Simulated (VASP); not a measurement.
# Pd (Fm-3m) in VASP: a series of runs

Pd is run at these levels: PBE; tasks: relaxation of cell and atoms, single point.

Everything below comes from runs of VASP 6.6.1. Logs are shortened: lines on timing, memory, paths and dates and some standing lists are left out, and cuts for length are marked.

## 1. The cell of the first run

The structure is cubic, space group Fm-3m (No. 225). Conventional cell: a = 3.940 Å, b = 3.940 Å, c = 3.940 Å, α = 90.00°, β = 90.00°, γ = 90.00°. Pd (site symmetry m-3m) has 12 Pd at 2.79 Å within 3.7 Å.

## 2. Relaxation of cell and atoms, PBE

The input, INCAR:

```
PREC = Accurate ; ENCUT = 600
EDIFF = 1E-7 ; ISMEAR = 0
SIGMA = 0.1 ; LREAL = F
LASPH = T ; NELM = 100
ALGO = Fast ; ISIF = 3
LWAVE = F ; LCHARG = F
GGA = PE ; IBRION = 2
NSW = 100 ; EDIFFG = -0.01
```

The input, KPOINTS:

```
regular mesh
0
Gamma
  24 24 24
```

The input, POSCAR:

```
Pd
1.0
    0.0000000000      1.9700496652      1.9700496652
    1.9700496652      0.0000000000      1.9700496652
    1.9700496652      1.9700496652      0.0000000000
Pd
1
Direct
    0.0000000000      0.0000000000      0.0000000000
```

Potentials or basis: VASP PAW PBE potentials, release 64 (Pd).

Started as:

```sh
> cat potpaw_PBE.64/Pd/POTCAR > POTCAR
> mpirun -np 1 vasp_std > vasp.out
```

OUTCAR:

```text
PREC = Accurate
   ENCUT = 600
   EDIFF = 1E-7
   ISMEAR = 0
   LREAL = F
   LASPH = T
   NELM = 100
   ISIF = 3
   GGA = PE
   IBRION = 2
   NSW = 100
   EDIFFG = -0.01

 ion  position               nearest neighbor table
   1  0.000  0.000  0.000-

  LATTYP: Found a face centered cubic cell.
 ALAT       =     3.9400993304

  Lattice vectors:

 A1 = (   0.0000000000,   1.9700496652,   1.9700496652)
 A2 = (   1.9700496652,   0.0000000000,   1.9700496652)
 A3 = (   1.9700496652,   1.9700496652,   0.0000000000)

Analysis of symmetry for initial positions (statically):
=====================================================================
 Subroutine PRICEL returns:
 Original cell was already a primitive cell.

 Routine SETGRP: Setting up the symmetry group for a
 face centered cubic supercell.

 Subroutine GETGRP returns: Found 48 space group operations
 (whereof 48 operations were pure point group operations)
 out of a pool of 48 trial point group operations.

The static configuration has the point symmetry O_h .

Analysis of symmetry for dynamics (positions and initial velocities):
=====================================================================
 Subroutine PRICEL returns:
 Original cell was already a primitive cell.

 Routine SETGRP: Setting up the symmetry group for a
 face centered cubic supercell.

 Subroutine GETGRP returns: Found 48 space group operations
 (whereof 48 operations were pure point group operations)
 out of a pool of 48 trial point group operations.

The dynamic configuration has the point symmetry O_h .

 Subroutine INISYM returns: Found 48 space group operations
 (whereof 48 operations are pure point group operations),
 and found     1 'primitive' translations

----------------------------------------------------------------------------------------

                                     Primitive cell

  volume of cell :      15.2919

  direct lattice vectors                    reciprocal lattice vectors
     0.000000000  1.970049665  1.970049665    -0.253800708  0.253800708  0.253800708
     1.970049665  0.000000000  1.970049665     0.253800708 -0.253800708  0.253800708
     1.970049665  1.970049665  0.000000000     0.253800708  0.253800708 -0.253800708

  length of vectors
     2.786070955  2.786070955  2.786070955     0.439595721  0.439595721  0.439595721

  position of ions in fractional coordinates (direct lattice)
     0.000000000  0.000000000  0.000000000

  ion indices of the primitive-cell ions
   primitive index   ion index
                 1           1

----------------------------------------------------------------------------------------

 KPOINTS: regular mesh

Automatic generation of k-mesh.
 Grid dimensions read from file:
 generate k-points for:   24   24   24

 Generating k-lattice:

  Cartesian coordinates                     Fractional coordinates (reciprocal lattice)
    -0.010575030  0.010575030  0.010575030     0.041666667  0.000000000  0.000000000
     0.010575030 -0.010575030  0.010575030     0.000000000  0.041666667  0.000000000
     0.010575030  0.010575030 -0.010575030     0.000000000  0.000000000  0.041666667

  Length of vectors
     0.018316488  0.018316488  0.018316488

  Shift w.r.t. Gamma in fractional coordinates (k-lattice)
     0.000000000  0.000000000  0.000000000

 Subroutine IBZKPT returns following result:
 ===========================================

 Found    413 irreducible k-points:

 Following reciprocal coordinates:
            Coordinates               Weight
  0.000000  0.000000  0.000000      1.000000
  0.041667  0.000000  0.000000      8.000000
  0.083333  0.000000  0.000000      8.000000
  0.125000  0.000000  0.000000      8.000000
  0.166667  0.000000  0.000000      8.000000
  0.208333  0.000000  0.000000      8.000000
[... 16 lines left out ...]
  0.416667  0.041667  0.000000     24.000000
  0.458333  0.041667  0.000000     24.000000
 [... further k-points ...]
   k-points           NKPTS =    413   k-points in BZ     NKDIM =    413   number of bands    NBANDS=      9
   number of dos      NEDOS =    301   number of ions     NIONS =      1
   total plane-waves  NPLWV =  13824
   dimension x,y,z NGX =    24 NGY =   24 NGZ =   24
   dimension x,y,z NGXF=    48 NGYF=   48 NGZF=   48
   ions per type =               1
   NGX,Y,Z   is equivalent  to a cutoff of  14.32, 14.32, 14.32 a.u.
   NGXF,Y,Z  is equivalent  to a cutoff of  28.64, 28.64, 28.64 a.u.
 SYSTEM =  unknown system
   PREC   = accura    normal or accurate (medium, high low for compatibility)
   ISTART =      0    job   : 0-new  1-cont  2-samecut
   ICHARG =      2    charge: 1-file 2-atom 10-const
   ISPIN  =      1    spin polarized calculation?
   LNONCOLLINEAR =      F non collinear calculations
   LSORBIT =      F    spin-orbit coupling
   LASPH  =      T    aspherical Exc in radial PAW
   ENCUT  =  600.0 eV  44.10 Ry    6.64 a.u.   5.56  5.56  5.56*2*pi/ulx,y,z
   NELM   =    100;   NELMIN=  2; NELMDL= -5     # of ELM steps
   EDIFF  = 0.1E-06   stopping-criterion for ELM
   LREAL  =      F    real-space projection
   EDIFFG = -.1E-01   stopping-criterion for IOM
   NSW    =    100    number of steps for IOM
   IBRION =      2    ionic relax: 0-MD 1-quasi-New 2-CG
   NFREE  =      1    steps in history (QN), initial steepest desc. (CG)
   ISIF   =      3    stress and relaxation
   ISYM   =      2    0-nonsym 1-usesym 2-fastsym
   POTIM  = 0.5000    time-step for ionic-motion
   TEBEG  =    0.0;   TEEND  =   0.0 temperature during run
   PSTRESS=    0.0 pullay stress
   NELECT =      10.0000    total number of electrons
   NUPDOWN=      -1.0000    fix difference up-down
   EMIN   =  10.00;   EMAX   =-10.00  energy-range for DOS
   EFERMI =   0.00;   METHOD = LEGACY
   ISMEAR =     0;   SIGMA  =   0.10  broadening in eV -4-tet -1-fermi 0-gaus
   EFERMI_NEDOS =   21; number of points for ismear=-14 and -15
   IALGO  =     68    algorithm
   IMIX   =      4    mixing-type and parameters
     AMIX     =   0.40;   BMIX     =  1.00
     AMIX_MAG =   1.60;   BMIX_MAG =  1.00
  volume/ion in A,a.u.               =      15.29       103.19
  Fermi-wavevector in a.u.,A,eV,Ry     =   1.420979  2.685261 27.472629  2.019181
  Thomas-Fermi vector in A             =   2.541837
   LORBIT       =      0    0 simple, 1 ext, 2 COOP (PROOUT), +10 PAW based schemes
   GGA     = PE    functional components
   LHFCALC =     F    Hartree Fock is set to
   AEXX    =    0.0000 exact exchange contribution
   IVDW    =     0    specifies the selected vdW correction
   LEPSILON=     F    determine dielectric tensor
   LRPA    =     F    only Hartree local field effects (RPA)
 conjugate gradient relaxation of ions
 non-spin polarized calculation
 RMM-DIIS sequential band-by-band and
 Gauss-broadening in eV      SIGMA  =   0.10
  energy-cutoff  :      600.00
  volume of cell :       15.29
 maximum number of plane-waves:       532
   NGX = 11   NGY = 11   NGZ = 11

 number of electron      10.0000000 magnetization

 Free energy of the ion-electron system (eV)
  ---------------------------------------------------
  ext. energy  EPLUGINS =         0.00000000
  ---------------------------------------------------
  free energy    TOTEN  =        -5.22411538 eV

  energy without entropy =       -5.21190157  energy(sigma->0) =       -5.21800847

 E-fermi :   9.1883     XC(G=0): -12.9601

 val. band max:        9.1845903639   @ k =  -0.3333   0.3750   0.1667
 cond. band min:       9.1896724716   @ k =  -0.4583   0.2917   0.0000
 fundamental gap:      0.0050821077
 Fermi energy:         9.1882974605

 k-point     1 :       0.0000    0.0000    0.0000
  band No.  band energies     occupation
      1       2.3222      2.00000
      2       6.5089      2.00000
      3       6.5089      2.00000
      4       6.5089      2.00000
      5       8.0270      2.00000
      6       8.0270      2.00000
      7      26.3544      0.00000
      8      30.9264      0.00000
      9      30.9264      0.00000

 k-point     2 :       0.0417    0.0000    0.0000
  band No.  band energies     occupation
      1       2.3837      2.00000
      2       6.4873      2.00000
      3       6.5301      2.00000
      4       6.5301      2.00000
      5       8.0167      2.00000
      6       8.0167      2.00000
      7      26.4168      0.00000
      8      30.4718      0.00000
      9      30.9931      0.00000

 k-point     3 :       0.0833    0.0000    0.0000
  band No.  band energies     occupation
      1       2.5647      2.00000
      2       6.4286      2.00000
      3       6.5893      2.00000
      4       6.5893      2.00000
      5       7.9910      2.00000
      6       7.9910      2.00000
      7      26.5763      0.00000
      8      29.4349      0.00000
      9      31.1866      0.00000

 k-point     4 :       0.1250    0.0000    0.0000
  band No.  band energies     occupation
      1       2.8534      2.00000
      2       6.3514      2.00000
      3       6.6720      2.00000
      4       6.6720      2.00000
      5       7.9656      2.00000
      6       7.9656      2.00000
      7      26.6984      0.00000
      8      28.2637      0.00000
      9      31.4857      0.00000

 k-point     5 :       0.1667    0.0000    0.0000
  band No.  band energies     occupation
      1       3.2240      2.00000
      2       6.2900      2.00000
      3       6.7520      2.00000
      4       6.7520      2.00000
      5       7.9683      2.00000
      6       7.9683      2.00000
      7      26.1924      0.00000
      8      27.5918      0.00000
      9      31.8484      0.00000

 k-point     6 :       0.2083    0.0000    0.0000
  band No.  band energies     occupation
      1       3.6259      2.00000
      2       6.3037      2.00000
      3       6.7962      2.00000
      4       6.7962      2.00000
      5       8.0318      2.00000
      6       8.0318      2.00000
      7      24.8987      0.00000
      8      27.4966      0.00000
      9      32.1928      0.00000
[... 169 lines left out ...]
 k-point    21 :       0.3333    0.0417    0.0000
  band No.  band energies     occupation
      1       4.2869      2.00000
      2       6.6525      2.00000
      3       6.7275      2.00000
      4       7.1797      2.00000
      5       8.5555      2.00000
      6       8.6568      2.00000
      7      20.8835      0.00000
      8      26.7525      0.00000
      9      30.7083      0.00000

 k-point    22 :       0.3750    0.0417    0.0000
  band No.  band energies     occupation
      1       4.2946      2.00000
      2       6.5714      2.00000
      3       6.6518      2.00000
      4       7.8122      2.00000
      5       8.8607      2.00000
      6       8.9617      1.99865
      7      19.3881      0.00000
      8      26.3745      0.00000
      9      30.3019      0.00000

 k-point    23 :       0.4167    0.0417    0.0000
  band No.  band energies     occupation
      1       4.2626      2.00000
      2       6.5015      2.00000
      3       6.5829      2.00000
      4       8.3490      2.00000
      5       9.0280      1.97658
      6       9.5220      0.00000
      7      18.0146      0.00000
      8      26.0608      0.00000
      9      29.9635      0.00000

 k-point    24 :       0.4583    0.0417    0.0000
  band No.  band energies     occupation
      1       4.2281      2.00000
      2       6.4542      2.00000
      3       6.5315      2.00000
      4       8.6784      2.00000
      5       9.1341      1.55701
      6      10.1703      0.00000
      7      16.8943      0.00000
      8      25.8453      0.00000
      9      29.8450      0.00000

 [... further k-points ...]
[... 5 lines left out ...]
  --------------------------------------------------------------------------------------
  -------------------------------------------------------------------------------------
  Total        0.0009416      0.0009416      0.0009416      0.0000000      0.0000000     -0.0000000
  in kB        0.0986555      0.0986555      0.0986555      0.0000000      0.0000000     -0.0000000
  external PRESSURE =       0.0986555 kB  Pullay stress =       0.0000000 kB

 VOLUME and BASIS-vectors are now :
 -----------------------------------------------------------------------------
  energy-cutoff  :      600.00
  volume of cell :       15.29
      direct lattice vectors                 reciprocal lattice vectors
     0.000000000  1.970049665  1.970049665    -0.253800708  0.253800708  0.253800708
     1.970049665  0.000000000  1.970049665     0.253800708 -0.253800708  0.253800708
     1.970049665  1.970049665  0.000000000     0.253800708  0.253800708 -0.253800708

 POSITION                                       TOTAL-FORCE (eV/Angst)
 -----------------------------------------------------------------------------------
      0.00000      0.00000      0.00000         0.000000      0.000000      0.000000
 -----------------------------------------------------------------------------------
    total drift:                               -0.000000      0.000000     -0.000000

  FREE ENERGIE OF THE ION-ELECTRON SYSTEM (eV)
  ---------------------------------------------------
  free  energy   TOTEN  =        -5.2241153755 eV

  energy  without entropy=       -5.2119015737  energy(sigma->0) =       -5.21800847

 reached required accuracy - stopping structural energy minimisation
```

Run time: 21 s. Hardware: 1 thread of Intel Xeon 6975P-C (Granite Rapids), shared host; peak memory 0.2 GiB.

What came out:

```
Free energy             : -5.2241 eV
Pressure after relaxing : 0.0 GPa
Band gap on the k mesh  : zero (band 5 reaches 9.46 eV, above the bottom of band 6 at 7.97 eV)
```

Final structure:
```
Pd
1.0
     0.00000    1.97005    1.97005
     1.97005    0.00000    1.97005
     1.97005    1.97005    0.00000
Pd
1
Direct
  0.00000 0.00000 0.00000
```

Caveat: the relaxation stopped at its first step, so nothing moved.

## 3. Single point, PBE

This run uses another cell than the first one, of 15.03 Å³/atom, 0.983 times its volume.

The input, INCAR:

```
PREC = Accurate ; ENCUT = 520
EDIFF = 1E-6 ; ISMEAR = 0
SIGMA = 0.1 ; LREAL = False
LASPH = True ; NELM = 60
ALGO = Normal ; ISIF = 2
LWAVE = False ; LCHARG = False
GGA = PE ; NBANDS = 11
```

The input, KPOINTS:

```
Automatic mesh
0
Gamma
  8 8 8
```

The input, POSCAR:

```
Pd
1.0
    0.0000000000      1.9586507875      1.9586507875
    1.9586507875      0.0000000000      1.9586507875
    1.9586507875      1.9586507875      0.0000000000
Pd
1
Direct
    0.0000000000      0.0000000000      0.0000000000
```

Potentials or basis: VASP PAW PBE potentials, release 64 (Pd).

Started as:

```sh
> cat potpaw_PBE.64/Pd/POTCAR > POTCAR
> mpirun -np 1 vasp_std > vasp.out
```

Run time: 5.6 s. Hardware: 1 thread of Intel Xeon 8259CL, shared host; peak memory 0.14 GiB.

Results (log left out):

| Quantity | Value |
| --- | --- |
| Free energy | -5.1999 eV |
| Pressure | 3.9 GPa |
| Band gap on the k mesh | zero (band 5 reaches 9.80 eV, above the bottom of band 6 at 8.25 eV) |

Levels at points of the mesh, in eV from the Fermi level:
```
           k point  band 3  band 4  band 5  band 6  band 7  band 8
(0.00, 0.00, 0.00)   -2.82   -2.82   -1.26   -1.26   17.08   21.75
(0.50, 0.00, 0.00)   -2.87   -0.09   -0.09    0.95    7.10   16.43
(0.50, 0.50, 0.00)   -0.12    0.22    0.22    3.25   10.49   13.01
```

## 4. Single point, PBE

This run uses another cell than the first one, of 15.41 Å³/atom, 1.007 times its volume.

The input, INCAR:

```
  ALGO = Normal
  EDIFF = 1E-7
  ENCUT = 520
  GGA = PE
  ISIF = 2
  ISMEAR = 0
  LASPH = True
  LCHARG = False
  LREAL = False
  LWAVE = False
  NBANDS = 11
  NELM = 80
  PREC = Accurate
  SIGMA = 0.1
```

The input, KPOINTS:

```
k-points
0
Gamma
  8 8 8
```

The input, POSCAR:

```
Pd
1.0
    0.0000000000      1.9749216096      1.9749216096
    1.9749216096      0.0000000000      1.9749216096
    1.9749216096      1.9749216096      0.0000000000
Pd
1
Direct
    0.0000000000      0.0000000000      0.0000000000
```

Potentials or basis: VASP PAW PBE potentials, release 64 (Pd).

Started as:

```sh
> cat potpaw_PBE.64/Pd/POTCAR > POTCAR
> mpirun -np 1 vasp_std > vasp.out
```

OUTCAR:

```text
EDIFF = 1E-7
   ENCUT = 520
   GGA = PE
   ISIF = 2
   ISMEAR = 0
   LASPH = True
   LREAL = False
   NELM = 80
   PREC = Accurate

 ion  position               nearest neighbor table
   1  0.000  0.000  0.000-

  LATTYP: Found a face centered cubic cell.
 ALAT       =     3.9498432192

  Lattice vectors:

 A1 = (   0.0000000000,   1.9749216096,   1.9749216096)
 A2 = (   1.9749216096,   0.0000000000,   1.9749216096)
 A3 = (   1.9749216096,   1.9749216096,   0.0000000000)

Analysis of symmetry for initial positions (statically):
[... 506 lines left out ...]
      4       7.2645      2.00000
      5       8.9529      1.99717
      6      13.8155      0.00000
      7      16.1665      0.00000
      8      24.4191      0.00000
      9      24.6184      0.00000
     10      29.9106      0.00000
     11      35.3635      0.00000

 [... further k-points ...]
[... 5 lines left out ...]
  --------------------------------------------------------------------------------------
  -------------------------------------------------------------------------------------
  Total       -0.0428487     -0.0428487     -0.0428487     -0.0000000     -0.0000000      0.0000000
  in kB       -4.4562378     -4.4562378     -4.4562378     -0.0000000     -0.0000000      0.0000000
  external PRESSURE =      -4.4562378 kB  Pullay stress =       0.0000000 kB

 VOLUME and BASIS-vectors are now :
 -----------------------------------------------------------------------------
  energy-cutoff  :      520.00
  volume of cell :       15.41
      direct lattice vectors                 reciprocal lattice vectors
     0.000000000  1.974921610  1.974921610    -0.253174606  0.253174606  0.253174606
     1.974921610  0.000000000  1.974921610     0.253174606 -0.253174606  0.253174606
     1.974921610  1.974921610  0.000000000     0.253174606  0.253174606 -0.253174606

 POSITION                                       TOTAL-FORCE (eV/Angst)
 -----------------------------------------------------------------------------------
      0.00000      0.00000      0.00000         0.000000     -0.000000     -0.000000
 -----------------------------------------------------------------------------------
    total drift:                                0.000000      0.000000     -0.000000

  FREE ENERGIE OF THE ION-ELECTRON SYSTEM (eV)
  ---------------------------------------------------
  free  energy   TOTEN  =        -5.2040864855 eV

  energy  without entropy=       -5.1926206115  energy(sigma->0) =       -5.19835355
```

stdout:

```text
POSCAR found type information on POSCAR Pd
 POSCAR found :  1 types and       1 ions
 scaLAPACK will be used
 LDA part: xc-table for (Slater+PW92), standard interpolation
 POSCAR, INCAR and KPOINTS ok, starting setup
 FFT: planning ... GRIDC
 FFT: planning ... GRID_SOFT
 FFT: planning ... GRID
 WAVECAR not read
 entering main loop
```

It took 7 s on 1 thread of Intel Xeon 8259CL, shared host; peak memory 0.14 GiB.

What came out:

| Item | Value |
| --- | --- |
| Free energy | -5.2041 eV |
| Pressure | -0.4 GPa |
| Band gap on the k mesh | zero (band 5 reaches 9.37 eV, above the bottom of band 6 at 7.89 eV) |

(Part 1 of 2 ends here.)
